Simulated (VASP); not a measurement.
Input of a VASP 6.6.1 run:

INCAR

```
SYSTEM = Sb
PREC = Accurate
ENCUT = 600
EDIFF = 1E-6
ISMEAR = 0
SIGMA = 0.1
LREAL = .False.
LASPH = .True.
NELM = 100
ALGO = Normal
ISIF = 3
LWAVE = .False.
LCHARG = .False.
GGA = PE
IBRION = 2
NSW = 100
EDIFFG = -0.01
```

KPOINTS

```
Automatic mesh
0
Gamma
  20 20 20
  0 0 0
```

The input POSCAR:

```
Sb
1.0
    0.0000000000      2.3943115993      2.3943115993
    2.3943115993      0.0000000000      2.3943115993
    2.3943115993      2.3943115993      0.0000000000
Sb
1
Direct
    0.0000000000      0.0000000000      0.0000000000
```

Potentials or basis: VASP PAW PBE potentials, release 64 (Sb).

Command:

```console
$ cat potpaw_PBE.64/Sb/POTCAR > POTCAR
$ mpirun -np 1 vasp_std > vasp.out
```

(1) Estimate the relaxed volume.

(2) What does it give for the band gap on the k mesh?

## Answers

(1) 27.39 Å³/atom.

(2) zero (an odd number of electrons rules out a gap without spin polarisation).

Caveat: spin-orbit coupling is left out, which moves the levels of the heavy elements.
